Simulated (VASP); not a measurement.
Wanted: the native input for a VASP 6.6.1 run.

```yaml
Task: relaxation of cell and atoms
Functional: PBEsol
Potentials_or_basis: VASP PAW PBE potentials, release 64 (Mg, C)
Cutoff: 600 eV
k_mesh: 8 × 8 × 6
Occupations: gaussian, width 0.02 eV
Spin: no spin polarisation
Target_pressure: 15 GPa
Dipole_correction: no
Further_INCAR_settings: ALGO = Normal; EDIFF = 1e-07; IBRION = 2; EDIFFG = -0.008; NSW = 70; ISIF = 3
```

The structure of Mg2C3 lies in POSCAR:

```
Mg2C3
1.0
    2.3159740465     -2.2369548004      0.0176134456
    2.3159740465      2.2369548004      0.0176134456
   -1.1410497192      0.0000000000      4.6517271221
Mg C
2 3
Direct
    0.8086356933      0.8086356933      0.2020874496
    0.1913643067      0.1913643067      0.7979125504
    0.2971030697      0.2971030697      0.2618424092
    0.7028969303      0.7028969303      0.7381575908
    0.5000000000      0.5000000000      0.5000000000
```

These files were run (other wordings do the same):

INCAR

```
ALGO = Normal
EDIFF = 1E-7
EDIFFG = -0.008
ENCUT = 600
GGA = PS
IBRION = 2
ISIF = 3
ISMEAR = 0
LASPH = T
LCHARG = F
LREAL = F
LWAVE = F
NELM = 60
NSW = 70
PREC = Accurate
PSTRESS = 150.0
SIGMA = 0.02
```

KPOINTS

```
k-points
0
Gamma
  8 8 6
```

Potentials or basis: VASP PAW PBE potentials, release 64 (Mg, C).

Launch:

```bash
$ cat potpaw_PBE.64/Mg/POTCAR potpaw_PBE.64/C/POTCAR > POTCAR
$ mpirun -np 1 vasp_std > vasp.out
```

It gave:

```json
{"Relaxed volume": "9.67 Å³/atom", "Relaxed cell": "a = 3.221 Å, b = 3.221 Å, c = 4.787 Å, α = 99.22°, β = 99.22°, γ = 87.84°", "Space group after relaxing (to 0.1 Å)": "C2/m (No. 12)", "Energy change on relaxing (the run minimises the enthalpy)": "-4.9 meV/atom", "Ionic steps": "18", "Pressure after relaxing": "15.0 GPa", "Largest force after relaxing": "0.004 eV/Å", "Band gap on the k mesh": "1.77 eV (least direct gap 2.70 eV)"}
```

Caveat: the cell is relaxed towards a set pressure, so the run minimises the enthalpy, not the energy; the PAW data sets were made with another functional, which shifts forces and pressure a little.

Wall time 5.1 min on 1 thread of AMD EPYC 9R45 (Zen 5), with other jobs on the host, peak memory 0.21 GiB.
